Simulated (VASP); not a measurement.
# Na (P6_3/mmc) in VASP: notebook

The runs below take Na through single point, relaxation of cell and atoms, with LDA.

Program: VASP 6.6.1. These are calculated values, not measurements. Logs are shortened: lines on timing, memory, paths and dates and some standing lists are left out, and cuts for length are marked.

## Step 1: The cell of the first run

Symmetry: P6_3/mmc, No. 194, hexagonal system. The conventional cell has a = 3.599 Å, b = 3.599 Å, c = 5.960 Å, α = 90.00°, β = 90.00°, γ = 120.00°. Within 4.7 Å of Na (site symmetry -6m2) lie 12 Na at 3.60 to 3.63 Å.

This isn't the form of Na at room conditions, which is bcc.

## Step 2: Single point, LDA

INCAR

```
SYSTEM = Na
PREC     = Accurate       ! precision mode
ENCUT    = 520            ! plane-wave cutoff, eV
EDIFF    = 1E-6           ! SCF threshold, eV
ISMEAR   = 1              ! smearing method
SIGMA    = 0.05           ! smearing width, eV
LREAL    = .False.        ! projectors in reciprocal space
LASPH    = .True.         ! aspherical terms in the spheres
NELM     = 100            ! most SCF steps
ALGO     = Normal         ! electronic algorithm
ISIF     = 2              ! what is computed and relaxed
LWAVE    = .False.        ! write WAVECAR
LCHARG   = .False.        ! write CHGCAR
NBANDS   = 14             ! bands
```

KPOINTS

```
regular mesh
0
Gamma
  13 13 7
  0 0 0
```

POSCAR

```
Na
1.0
    3.5989707777      0.0000000000      0.0000000000
   -1.7994853889      3.1168001210      0.0000000000
    0.0000000000      0.0000000000      5.9595619399
Na
2
Direct
    0.3333333333      0.6666666667      0.2500000000
    0.6666666667      0.3333333333      0.7500000000
```

Potentials or basis: VASP PAW LDA potentials, release 64 (Na_pv).

Run with:

```console
$ cat potpaw_LDA.64/Na_pv/POTCAR > POTCAR
$ mpirun -np 1 vasp_std > vasp.out
```

OUTCAR:

```text
SYSTEM = Na
   PREC = Accurate
   ENCUT = 520
   EDIFF = 1E-6
   ISMEAR = 1
   LREAL = .False.
   LASPH = .True.
   NELM = 100
   ISIF = 2

 ion  position               nearest neighbor table
   1  0.333  0.667  0.250-
   2  0.667  0.333  0.750-

  LATTYP: Found a hexagonal cell.
 ALAT       =     3.5989707777
 C/A-ratio  =     1.6559072879

  Lattice vectors:

 A1 = (   3.5989707777,   0.0000000000,   0.0000000000)
 A2 = (  -1.7994853889,   3.1168001210,   0.0000000000)
 A3 = (   0.0000000000,   0.0000000000,   5.9595619399)

Analysis of symmetry for initial positions (statically):
=====================================================================
 Subroutine PRICEL returns:
 Original cell was already a primitive cell.

 Routine SETGRP: Setting up the symmetry group for a
 hexagonal supercell.

 Subroutine GETGRP returns: Found 24 space group operations
 (whereof 12 operations were pure point group operations)
 out of a pool of 24 trial point group operations.

The static configuration has the point symmetry D_3d.
 The point group associated with its full space group is D_6h.

Analysis of symmetry for dynamics (positions and initial velocities):
=====================================================================
 Subroutine PRICEL returns:
 Original cell was already a primitive cell.

 Routine SETGRP: Setting up the symmetry group for a
 hexagonal supercell.

 Subroutine GETGRP returns: Found 24 space group operations
 (whereof 12 operations were pure point group operations)
 out of a pool of 24 trial point group operations.

The dynamic configuration has the point symmetry D_3d.
 The point group associated with its full space group is D_6h.

 Subroutine INISYM returns: Found 24 space group operations
 (whereof 12 operations are pure point group operations),
 and found     1 'primitive' translations

----------------------------------------------------------------------------------------

                                     Primitive cell

  volume of cell :      66.8500

  direct lattice vectors                    reciprocal lattice vectors
     3.598970778  0.000000000  0.000000000     0.277857216  0.160420938  0.000000000
    -1.799485389  3.116800121  0.000000000     0.000000000  0.320841877  0.000000000
     0.000000000  0.000000000  5.959561940     0.000000000  0.000000000  0.167797568

  length of vectors
     3.598970778  3.598970778  5.959561940     0.320841877  0.320841877  0.167797568

  position of ions in fractional coordinates (direct lattice)
     0.333333333  0.666666667  0.250000000
     0.666666667  0.333333333  0.750000000

  ion indices of the primitive-cell ions
   primitive index   ion index
                 1           1
                 2           2

----------------------------------------------------------------------------------------

 KPOINTS: regular mesh

Automatic generation of k-mesh.
 Grid dimensions read from file:
 generate k-points for:   13   13    7

 Generating k-lattice:

  Cartesian coordinates                     Fractional coordinates (reciprocal lattice)
     0.021373632  0.012340072  0.000000000     0.076923077  0.000000000  0.000000000
     0.000000000  0.024680144  0.000000000     0.000000000  0.076923077  0.000000000
     0.000000000  0.000000000  0.023971081     0.000000000  0.000000000  0.142857143

  Length of vectors
     0.024680144  0.024680144  0.023971081

  Shift w.r.t. Gamma in fractional coordinates (k-lattice)
     0.000000000  0.000000000  0.000000000

 Subroutine IBZKPT returns following result:
 ===========================================

 Found     84 irreducible k-points:

 Following reciprocal coordinates:
            Coordinates               Weight
  0.000000  0.000000  0.000000      1.000000
  0.076923 -0.000000  0.000000      6.000000
  0.153846  0.000000  0.000000      6.000000
  0.230769  0.000000  0.000000      6.000000
  0.307692  0.000000  0.000000      6.000000
  0.384615  0.000000  0.000000      6.000000
[... 16 lines left out ...]
  0.076923 -0.000000  0.142857     12.000000
  0.153846  0.000000  0.142857     12.000000
 [... further k-points ...]
   k-points           NKPTS =     84   k-points in BZ     NKDIM =     84   number of bands    NBANDS=     14
   number of dos      NEDOS =    301   number of ions     NIONS =      2
   total plane-waves  NPLWV =  37632
   dimension x,y,z NGX =    28 NGY =   28 NGZ =   48
   dimension x,y,z NGXF=    56 NGYF=   56 NGZF=   96
   ions per type =               2
   NGX,Y,Z   is equivalent  to a cutoff of  12.93, 12.93, 13.39 a.u.
   NGXF,Y,Z  is equivalent  to a cutoff of  25.87, 25.87, 26.78 a.u.
 SYSTEM =  Na
   PREC   = accura    normal or accurate (medium, high low for compatibility)
   ISTART =      0    job   : 0-new  1-cont  2-samecut
   ICHARG =      2    charge: 1-file 2-atom 10-const
   ISPIN  =      1    spin polarized calculation?
   LNONCOLLINEAR =      F non collinear calculations
   LSORBIT =      F    spin-orbit coupling
   LASPH  =      T    aspherical Exc in radial PAW
   ENCUT  =  520.0 eV  38.22 Ry    6.18 a.u.   6.69  6.69 11.08*2*pi/ulx,y,z
   NELM   =    100;   NELMIN=  2; NELMDL= -5     # of ELM steps
   EDIFF  = 0.1E-05   stopping-criterion for ELM
   LREAL  =      F    real-space projection
   EDIFFG = 0.1E-04   stopping-criterion for IOM
   NSW    =      0    number of steps for IOM
   IBRION =     -1    ionic relax: 0-MD 1-quasi-New 2-CG
   NFREE  =      0    steps in history (QN), initial steepest desc. (CG)
   ISIF   =      2    stress and relaxation
   ISYM   =      2    0-nonsym 1-usesym 2-fastsym
   POTIM  = 0.5000    time-step for ionic-motion
   TEBEG  =    0.0;   TEEND  =   0.0 temperature during run
   PSTRESS=    0.0 pullay stress
   NELECT =      14.0000    total number of electrons
   NUPDOWN=      -1.0000    fix difference up-down
   EMIN   =  10.00;   EMAX   =-10.00  energy-range for DOS
   EFERMI =   0.00;   METHOD = LEGACY
   ISMEAR =     1;   SIGMA  =   0.05  broadening in eV -4-tet -1-fermi 0-gaus
   EFERMI_NEDOS =   21; number of points for ismear=-14 and -15
   IALGO  =     38    algorithm
   IMIX   =      4    mixing-type and parameters
     AMIX     =   0.40;   BMIX     =  1.00
     AMIX_MAG =   1.60;   BMIX_MAG =  1.00
  volume/ion in A,a.u.               =      33.43       225.56
  Fermi-wavevector in a.u.,A,eV,Ry     =   0.972188  1.837169 12.859543  0.945150
  Thomas-Fermi vector in A             =   2.102466
   LORBIT       =      0    0 simple, 1 ext, 2 COOP (PROOUT), +10 PAW based schemes
   GGA     = CA    functional components
   LHFCALC =     F    Hartree Fock is set to
   AEXX    =    0.0000 exact exchange contribution
   IVDW    =     0    specifies the selected vdW correction
   LEPSILON=     F    determine dielectric tensor
   LRPA    =     F    only Hartree local field effects (RPA)
 non-spin polarized calculation
 Methfessel and Paxton  Order N= 1 SIGMA  =   0.05
  energy-cutoff  :      520.00
  volume of cell :       66.85
 maximum number of plane-waves:      1828
 NGX is ok and might be reduce to    28
   NGX = 13   NGY = 13   NGZ = 23

 number of electron      14.0000004 magnetization

 Free energy of the ion-electron system (eV)
  ---------------------------------------------------
  ext. energy  EPLUGINS =         0.00000000
  ---------------------------------------------------
  free energy    TOTEN  =        -2.90940325 eV

  energy without entropy =       -2.90914587  energy(sigma->0) =       -2.90931745

 E-fermi :   0.4441     XC(G=0):  -7.0245

 val. band max:        0.4342317905   @ k =   0.3077   0.2308   0.1429
 cond. band min:       0.5260641868   @ k =   0.3846   0.1538   0.0000
 fundamental gap:      0.0918323964
 Fermi energy:         0.4440729453

 k-point     1 :       0.0000    0.0000    0.0000
  band No.  band energies     occupation
      1     -24.4486      2.00000
      2     -24.4060      2.00000
      3     -24.4060      2.00000
      4     -24.3995      2.00000
      5     -24.3995      2.00000
      6     -24.3987      2.00000
      7      -3.0450      2.00000
      8       0.9874     -0.00000
      9       1.3962     -0.00000
     10      11.1148      0.00000
     11      11.1148      0.00000
     12      11.4957      0.00000
     13      11.5607      0.00000
     14      11.5607      0.00000

 k-point     2 :       0.0769   -0.0000    0.0000
  band No.  band energies     occupation
      1     -24.4476      2.00000
      2     -24.4083      2.00000
      3     -24.4067      2.00000
      4     -24.4019      2.00000
      5     -24.3999      2.00000
      6     -24.3990      2.00000
      7      -2.9499      2.00000
      8       1.0701     -0.00000
      9       1.4889      0.00000
     10       9.5226      0.00000
     11      10.4242      0.00000
     12      10.8789      0.00000
     13      12.1636      0.00000
     14      12.3377      0.00000

 k-point     3 :       0.1538    0.0000    0.0000
  band No.  band energies     occupation
      1     -24.4447      2.00000
      2     -24.4148      2.00000
      3     -24.4087      2.00000
      4     -24.4085      2.00000
      5     -24.4010      2.00000
      6     -24.4000      2.00000
      7      -2.6655      2.00000
      8       1.3184     -0.00000
      9       1.7635      0.00000
     10       7.6726      0.00000
     11       9.6872      0.00000
     12       9.8880      0.00000
     13      11.1946      0.00000
     14      12.0343      0.00000

 k-point     4 :       0.2308    0.0000    0.0000
  band No.  band energies     occupation
      1     -24.4404      2.00000
      2     -24.4240      2.00000
      3     -24.4177      2.00000
      4     -24.4114      2.00000
      5     -24.4027      2.00000
      6     -24.4017      2.00000
      7      -2.1956      2.00000
      8       1.7333      0.00000
      9       2.2059      0.00000
     10       5.9391      0.00000
     11       8.8886      0.00000
     12       9.0902      0.00000
     13       9.4259      0.00000
     14      11.0945      0.00000

 k-point     5 :       0.3077    0.0000    0.0000
  band No.  band energies     occupation
      1     -24.4353      2.00000
      2     -24.4340      2.00000
      3     -24.4272      2.00000
      4     -24.4142      2.00000
      5     -24.4045      2.00000
      6     -24.4041      2.00000
      7      -1.5457      2.00000
      8       2.3164      0.00000
      9       2.7540      0.00000
     10       4.4070      0.00000
     11       7.8108      0.00000
[... 276 lines left out ...]
 k-point    22 :       0.0000    0.0000    0.1429
  band No.  band energies     occupation
      1     -24.4461      2.00000
      2     -24.4057      2.00000
      3     -24.4057      2.00000
      4     -24.4012      2.00000
      5     -24.3998      2.00000
      6     -24.3998      2.00000
      7      -2.9553      2.00000
      8       0.0803      2.00000
      9       2.4514      0.00000
     10      10.5357      0.00000
     11      11.1779      0.00000
     12      11.1779      0.00000
     13      11.6008      0.00000
     14      11.6008      0.00000

 k-point    23 :       0.0769   -0.0000    0.1429
  band No.  band energies     occupation
      1     -24.4453      2.00000
      2     -24.4079      2.00000
      3     -24.4064      2.00000
      4     -24.4033      2.00000
      5     -24.4003      2.00000
      6     -24.4002      2.00000
      7      -2.8603      2.00000
      8       0.1690      2.00000
      9       2.5376      0.00000
     10       9.5691      0.00000
     11      10.4922      0.00000
     12      10.6325      0.00000
     13      11.0597      0.00000
     14      12.2685      0.00000

 k-point    24 :       0.1538    0.0000    0.1429
  band No.  band energies     occupation
      1     -24.4428      2.00000
      2     -24.4143      2.00000
      3     -24.4098      2.00000
      4     -24.4083      2.00000
      5     -24.4014      2.00000
      6     -24.4012      2.00000
      7      -2.5765      2.00000
      8       0.4340      1.33226
      9       2.7934      0.00000
     10       7.7460      0.00000
     11       9.7577      0.00000
     12       9.7722      0.00000
     13      10.5231      0.00000
     14      11.5869      0.00000

 [... further k-points ...]

------------------------ aborting loop because EDIFF is reached ----------------------------------------

  FORCE on cell =-STRESS in cart. coord.  units (eV):
  Direction    XX          YY          ZZ          XY          YZ          ZX
  --------------------------------------------------------------------------------------
  -------------------------------------------------------------------------------------
  Total       -0.0085363     -0.0085363      0.0216144      0.0000000      0.0000000      0.0000000
  in kB       -0.2045871     -0.2045871      0.5180275      0.0000000      0.0000000      0.0000000
  external PRESSURE =       0.0362844 kB  Pullay stress =       0.0000000 kB

 VOLUME and BASIS-vectors are now :
 -----------------------------------------------------------------------------
  energy-cutoff  :      520.00
  volume of cell :       66.85
      direct lattice vectors                 reciprocal lattice vectors
     3.598970778  0.000000000  0.000000000     0.277857216  0.160420938  0.000000000
    -1.799485389  3.116800121  0.000000000     0.000000000  0.320841877  0.000000000
     0.000000000  0.000000000  5.959561940     0.000000000  0.000000000  0.167797568

 POSITION                                       TOTAL-FORCE (eV/Angst)
 -----------------------------------------------------------------------------------
     -0.00000      2.07787      1.48989         0.000000     -0.000000      0.000000
      1.79949      1.03893      4.46967        -0.000000      0.000000     -0.000000
 -----------------------------------------------------------------------------------
    total drift:                               -0.000000      0.000000      0.000000

  FREE ENERGIE OF THE ION-ELECTRON SYSTEM (eV)
  ---------------------------------------------------
  free  energy   TOTEN  =        -2.9094032450 eV

  energy  without entropy=       -2.9091458695  energy(sigma->0) =       -2.90931745
```

Run time: 74 s. Hardware: 1 thread of Intel Xeon 8259CL, shared host; peak memory 0.18 GiB.

What came out:

```yaml
Free_energy: -2.9094 eV
Pressure: 0.0 GPa
Band_gap_on_the_k_mesh: zero (bands 7 and 8 overlap by 3.64 eV)
```

Levels at points of the mesh, in eV from the Fermi level:
```tsv
k point	band 5	band 6	band 7	band 8	band 9	band 10
(0.00, 0.00, 0.00)	-24.84	-24.84	-3.49	0.54	0.95	10.67
```

(Part 1 of 2 ends here.)

The gap in the log of VASP goes by the Fermi energy; the results here count the filled bands.